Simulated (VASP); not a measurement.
**Lu: single point with r2SCAN**

Crystal: Lu.

```
CELL_PARAMETERS angstrom
0.00000 2.44552 2.44552
2.44552 0.00000 2.44552
2.44552 2.44552 0.00000
ATOMIC_POSITIONS crystal
Lu 0.00000 0.00000 0.00000
```

This isn't the form of Lu at room conditions, which is hcp.

| Item | Value |
| --- | --- |
| Program | VASP 6.6.1 |
| Task | single point |
| Functional | r2SCAN |
| Potentials or basis | VASP PAW PBE potentials, release 64 (Lu) |
| Cutoff | 520 eV |
| k mesh | 12 × 12 × 12 |
| Occupations | fermi-dirac, width 0.1 eV |
| Spin | no spin polarisation |

The pressure is 0.2 GPa and the band gap on the k mesh is zero (an odd number of electrons rules out a gap without spin polarisation).

Levels at points of the mesh, in eV from the Fermi level:
```csv
k point,band 9,band 10,band 11,band 12,band 13,band 14,band 15,band 16
"(0.00, 0.00, 0.00)",-5.17,-5.09,-5.09,-5.09,2.52,2.52,2.52,5.02
"(0.50, 0.00, 0.00)",-5.11,-5.11,-5.09,-2.60,0.14,2.29,2.29,6.77
"(0.50, 0.50, 0.00)",-5.12,-5.12,-5.12,-2.05,-0.76,1.85,6.81,7.27
```

It took 77 s on 1 thread of Intel(R) Xeon(R) 6975P-C (Granite Rapids), on a shared host, peak memory 0.2 GiB.

Caveat: the PAW data sets were made with another functional, which shifts forces and pressure a little; spin-orbit coupling is left out, which moves the levels of the heavy elements.
